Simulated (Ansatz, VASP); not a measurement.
# BN: VASP beside Ansatz

Contents of INCAR:

```
SYSTEM = BN
ALGO = Normal
EDIFF = 1E-7
ENCUT = 520
GGA = PE
ISIF = 2
ISMEAR = 0
LASPH = .True.
LCHARG = .False.
LREAL = .False.
LWAVE = .False.
NBANDS = 16
NELM = 60
PREC = Accurate
SIGMA = 0.01
```

Contents of KPOINTS:

```
k-points
0
Gamma
  9 9 6
  0 0 0
```

File POSCAR:

```
BN
1.0
    2.5022878276      0.0000000000      0.0000000000
   -1.2511439138      2.1670448263      0.0000000000
    0.0000000000      0.0000000000      4.1381898557
B N
2 2
Direct
    0.3333333333      0.6666666667      0.0001896141
    0.6666666667      0.3333333333      0.5001896141
    0.3333333333      0.6666666667      0.3748103859
    0.6666666667      0.3333333333      0.8748103859
```

Input for Ansatz:

```yaml
crystal:
  lattice:
    - [2.5022878276, 0.0, 0.0]
    - [-1.2511439138, 2.1670448263, 0.0]
    - [0.0, 0.0, 4.1381898557]
  atoms:
    - { symbol: B, position: [0.3333333333, 0.6666666667, 0.0001896141] }
    - { symbol: B, position: [0.6666666667, 0.3333333333, 0.5001896141] }
    - { symbol: "N", position: [0.3333333333, 0.6666666667, 0.3748103859] }
    - { symbol: "N", position: [0.6666666667, 0.3333333333, 0.8748103859] }
kpoints:
  mp_grid: { grid: [9, 9, 6] }
hamiltonian:
  xc: pbe
scf:
  occupations: { method: fixed }
  n_extra_bands: 5
output:
  forces: true
  stress: true
  eigenvalues: true
```

Alike in both runs: task single point; functional PBE; k mesh 9 × 9 × 6; no spin polarisation.

|  | VASP | Ansatz |
| --- | --- | --- |
| version | VASP 6.6.1 | Ansatz 0.2.0 |
| potentials or method | VASP PAW PBE potentials, release 64 (B, N) | plane waves, PAW |
| plane-wave cutoff (eV) | 520 | 420 |
| occupations | gaussian, width 0.01 eV | fixed |
| valence electrons in the cell | 16 | 16 |

|  | VASP | Ansatz | Ansatz less VASP |
| --- | --- | --- | --- |
| gap on the k mesh at the Fermi level (eV) | 5.11 | 5.12 | +0.017 |
| pressure (GPa) | 26.3 | 25.8 | -0.44 |
| traceless stress, the component that is largest in VASP (GPa) | 0.19 | 0.21 | +0.019 |
| rms of the force components (eV/Å) | 0.030 | 0.029 | -0.0010 |

Atom by atom the forces differ by 0.001 eV/Å (rms over components).
